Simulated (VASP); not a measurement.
# Ge (Cmmm) in VASP: settings compared

Ge is run at these levels: BLYP, LDA, PBEsol; tasks: single point.

Program: VASP 6.6.1. These are calculated values, not measurements. Logs are shortened: lines on timing, memory, paths and dates and some standing lists are left out, and cuts for length are marked.

## (1) The cell of the first run

Symmetry: Cmmm, No. 65, orthorhombic system. The conventional cell has a = 2.794 Å, b = 5.201 Å, c = 2.698 Å, α = 90.00°, β = 90.00°, γ = 90.00°. Ge (site symmetry mmm) has 8 Ge at 2.70 to 2.95 Å within 3.6 Å.

## (2) Single point, BLYP

Input file INCAR:

```
AGGAC = 1.0
AGGAX = 1.0
ALDAC = 0.0
ALDAX = 1.0
ALGO = Normal
EDIFF = 1E-6
ENCUT = 520
GGA = B5
ISIF = 2
ISMEAR = 1
LASPH = True
LCHARG = False
LREAL = False
LWAVE = False
NBANDS = 13
NELM = 80
PREC = Accurate
SIGMA = 0.1
```

Input file KPOINTS:

```
k-points
0
Gamma
  11 11 10
```

Input file POSCAR:

```
Ge
1.0
    1.3971490000     -2.6005160000      0.0000000000
    1.3971490000      2.6005160000      0.0000000000
    0.0000000000      0.0000000000      2.6982310000
Ge
1
Direct
    0.5000000000      0.5000000000      0.0000000000
```

Potentials or basis: VASP PAW PBE potentials, release 64 (Ge_d).

On the command line:

```bash
> cat potpaw_PBE.64/Ge_d/POTCAR > POTCAR
> mpirun -np 1 vasp_std > vasp.out
```

OUTCAR:

```text
EDIFF = 1E-6
   ENCUT = 520
   GGA = B5
   ISIF = 2
   ISMEAR = 1
   LASPH = True
   LREAL = False
   NELM = 80
   PREC = Accurate

 ion  position               nearest neighbor table
   1  0.500  0.500  0.000-

  LATTYP: Found a base centered orthorhombic cell.
 ALAT       =     2.7942980000
 B/A-ratio  =     1.8613018368
 C/A-ratio  =     0.9656203454

  Lattice vectors:

 A1 = (   1.3971490000,  -2.6005160000,   0.0000000000)
 A2 = (   1.3971490000,   2.6005160000,   0.0000000000)
 A3 = (   0.0000000000,   0.0000000000,   2.6982310000)

Analysis of symmetry for initial positions (statically):
=====================================================================
 Subroutine PRICEL returns:
 Original cell was already a primitive cell.

 Routine SETGRP: Setting up the symmetry group for a
 base centered orthorhombic supercell.

 Subroutine GETGRP returns: Found  8 space group operations
 (whereof  8 operations were pure point group operations)
 out of a pool of  8 trial point group operations.

The static configuration has the point symmetry D_2h.

Analysis of symmetry for dynamics (positions and initial velocities):
=====================================================================
 Subroutine PRICEL returns:
 Original cell was already a primitive cell.

 Routine SETGRP: Setting up the symmetry group for a
 base centered orthorhombic supercell.

 Subroutine GETGRP returns: Found  8 space group operations
 (whereof  8 operations were pure point group operations)
 out of a pool of  8 trial point group operations.

The dynamic configuration has the point symmetry D_2h.

 Subroutine INISYM returns: Found  8 space group operations
 (whereof  8 operations are pure point group operations),
 and found     1 'primitive' translations

----------------------------------------------------------------------------------------

                                     Primitive cell

  volume of cell :      19.6070

  direct lattice vectors                    reciprocal lattice vectors
     1.397149000 -2.600516000  0.000000000     0.357871637 -0.192269534  0.000000000
     1.397149000  2.600516000  0.000000000     0.357871637  0.192269534  0.000000000
     0.000000000  0.000000000  2.698231000     0.000000000  0.000000000  0.370613191

  length of vectors
     2.952068562  2.952068562  2.698231000     0.406250763  0.406250763  0.370613191

[... 72 lines left out ...]
   ISPIN  =      1    spin polarized calculation?
   LNONCOLLINEAR =      F non collinear calculations
   LSORBIT =      F    spin-orbit coupling
   LASPH  =      T    aspherical Exc in radial PAW
   ENCUT  =  520.0 eV  38.22 Ry    6.18 a.u.   5.49  5.49  5.02*2*pi/ulx,y,z
   NELM   =     80;   NELMIN=  2; NELMDL= -5     # of ELM steps
   EDIFF  = 0.1E-05   stopping-criterion for ELM
   LREAL  =      F    real-space projection
[... 7 lines left out ...]
   TEBEG  =    0.0;   TEEND  =   0.0 temperature during run
   PSTRESS=    0.0 pullay stress
   NELECT =      14.0000    total number of electrons
   NUPDOWN=      -1.0000    fix difference up-down
   EMIN   =  10.00;   EMAX   =-10.00  energy-range for DOS
   EFERMI =   0.00;   METHOD = LEGACY
   ISMEAR =     1;   SIGMA  =   0.10  broadening in eV -4-tet -1-fermi 0-gaus
   EFERMI_NEDOS =   21; number of points for ismear=-14 and -15
   IALGO  =     38    algorithm
   IMIX   =      4    mixing-type and parameters
     AMIX     =   0.40;   BMIX     =  1.00
     AMIX_MAG =   1.60;   BMIX_MAG =  1.00
  volume/ion in A,a.u.               =      19.61       132.31
  Fermi-wavevector in a.u.,A,eV,Ry     =   1.463234  2.765111 29.130796  2.141053
  Thomas-Fermi vector in A             =   2.579353
   LORBIT       =      0    0 simple, 1 ext, 2 COOP (PROOUT), +10 PAW based schemes
   GGA     = B5    functional components
   LHFCALC =     F    Hartree Fock is set to
   AEXX    =    0.0000 exact exchange contribution
   IVDW    =     0    specifies the selected vdW correction
   LEPSILON=     F    determine dielectric tensor
   LRPA    =     F    only Hartree local field effects (RPA)
 non-spin polarized calculation
 Methfessel and Paxton  Order N= 1 SIGMA  =   0.10
  energy-cutoff  :      520.00
  volume of cell :       19.61
 maximum number of plane-waves:       542
 NGX is ok and might be reduce to    24
   NGX = 11   NGY = 11   NGZ = 11

 number of electron      14.0000003 magnetization

 Free energy of the ion-electron system (eV)
  ---------------------------------------------------
  ext. energy  EPLUGINS =         0.00000000
  ---------------------------------------------------
  free energy    TOTEN  =        -3.41281459 eV

  energy without entropy =       -3.41306644  energy(sigma->0) =       -3.41289854

 E-fermi :   6.6198     XC(G=0): -10.4184

 val. band max:        6.5812219044   @ k =   0.4545   0.0909   0.4000
 cond. band min:       6.6250236407   @ k =   0.3636   0.3636   0.4000
 fundamental gap:      0.0438017363
 Fermi energy:         6.6198433352

 k-point     1 :       0.0000    0.0000    0.0000
  band No.  band energies     occupation
      1     -18.0594      2.00000
      2     -18.0088      2.00000
      3     -17.9574      2.00000
      4     -17.8468      2.00000
      5     -17.8249      2.00000
      6      -6.1863      2.00000
      7      13.2424      0.00000
      8      13.6096      0.00000
      9      15.1039      0.00000
     10      17.0046      0.00000
     11      19.4163      0.00000
     12      21.8471      0.00000
     13      21.8617      0.00000
[... 354 lines left out ...]
  band No.  band energies     occupation
      1     -18.0508      2.00000
      2     -18.0044      2.00000
      3     -17.9322      2.00000
      4     -17.8586      2.00000
      5     -17.8272      2.00000
      6      -5.4864      2.00000
      7       8.8905      0.00000
      8      13.7424      0.00000
      9      13.8909      0.00000
     10      17.4783      0.00000
     11      19.0676      0.00000
     12      24.6041      0.00000
     13      24.6416      0.00000

 [... further k-points ...]
[... 5 lines left out ...]
  --------------------------------------------------------------------------------------
  -------------------------------------------------------------------------------------
  Total        0.8843476      0.4022786      0.7133277      0.0000000      0.0000000      0.0000000
  in kB       72.2640360     32.8720036     58.2892237      0.0000000      0.0000000      0.0000000
  external PRESSURE =      54.4750878 kB  Pullay stress =       0.0000000 kB

 VOLUME and BASIS-vectors are now :
 -----------------------------------------------------------------------------
  energy-cutoff  :      520.00
  volume of cell :       19.61
      direct lattice vectors                 reciprocal lattice vectors
     1.397149000 -2.600516000  0.000000000     0.357871637 -0.192269534  0.000000000
     1.397149000  2.600516000  0.000000000     0.357871637  0.192269534  0.000000000
     0.000000000  0.000000000  2.698231000     0.000000000  0.000000000  0.370613191

 POSITION                                       TOTAL-FORCE (eV/Angst)
 -----------------------------------------------------------------------------------
      1.39715      0.00000      0.00000         0.000000     -0.000000      0.000000
 -----------------------------------------------------------------------------------
    total drift:                               -0.000000     -0.000000     -0.000000

  FREE ENERGIE OF THE ION-ELECTRON SYSTEM (eV)
  ---------------------------------------------------
  free  energy   TOTEN  =        -3.4128145871 eV

  energy  without entropy=       -3.4130664446  energy(sigma->0) =       -3.41289854
```

stdout:

```text
POSCAR found type information on POSCAR Ge
 POSCAR found :  1 types and       1 ions
 scaLAPACK will be used
 -----------------------------------------------------------------------------
|                                                                             |
|                                                                             |
|     You enforced a specific xc type in the INCAR file but a different       |
|     I HOPE YOU KNOW WHAT YOU ARE DOING!                                     |
|                                                                             |
 -----------------------------------------------------------------------------

 LDA part: xc-table for (Slater(with rela. corr.)+VWN5), standard interpolation
 POSCAR, INCAR and KPOINTS ok, starting setup
 FFT: planning ... GRIDC
 FFT: planning ... GRID_SOFT
 FFT: planning ... GRID
 WAVECAR not read
 entering main loop
```

Wall time 24 s (1 thread of Intel Xeon Platinum 8488C (Sapphire Rapids), shared host); peak memory 0.17 GiB.

What came out:

- Free energy: -3.4128 eV
- Pressure: 5.4 GPa
- Band gap on the k mesh: zero (band 7 reaches 13.24 eV, above the bottom of band 8 at 4.38 eV)

Caveat: the PAW data sets were made with another functional, which shifts forces and pressure a little.

## (3) Single point, LDA

Input file INCAR:

```
PREC = Accurate
ENCUT = 520
EDIFF = 1E-7
ISMEAR = 1
SIGMA = 0.1
LREAL = False
LASPH = True
NELM = 100
ALGO = Normal
ISIF = 2
LWAVE = False
LCHARG = False
GGA = CA
NBANDS = 13
```

Input file KPOINTS:

```
Automatic mesh
0
Gamma
  11 11 10
```

POSCAR is that of step 2.

Potentials or basis: VASP PAW LDA potentials, release 64 (Ge_d).

On the command line:

```bash
> cat potpaw_LDA.64/Ge_d/POTCAR > POTCAR
> mpirun -np 1 vasp_std > vasp.out
```

It took 21 s on 1 thread of Intel Xeon Platinum 8488C (Sapphire Rapids), shared host; peak memory 0.16 GiB.

The run converged. Its results:

| Property | Result |
| --- | --- |
| Free energy | -4.9601 eV |
| Pressure | -5.6 GPa |
| Band gap on the k mesh | zero (band 7 reaches 12.54 eV, above the bottom of band 8 at 3.56 eV) |

Stress tensor (GPa, compression positive):
```
-4.19  0.00  0.00
 0.00 -7.51  0.00
 0.00  0.00 -5.24
```

Levels at points of the mesh, in eV from the Fermi level:
```csv
k point,band 4,band 5,band 6,band 7,band 8,band 9,band 10,band 11
"(0.00, 0.00, 0.00)",-24.57,-24.55,-12.83,6.63,7.07,8.56,10.30,12.57
"(0.00, 0.00, 0.50)",-24.62,-24.59,-9.09,-5.60,9.83,11.32,16.11,16.17
```

(Part 1 of 2 ends here.)
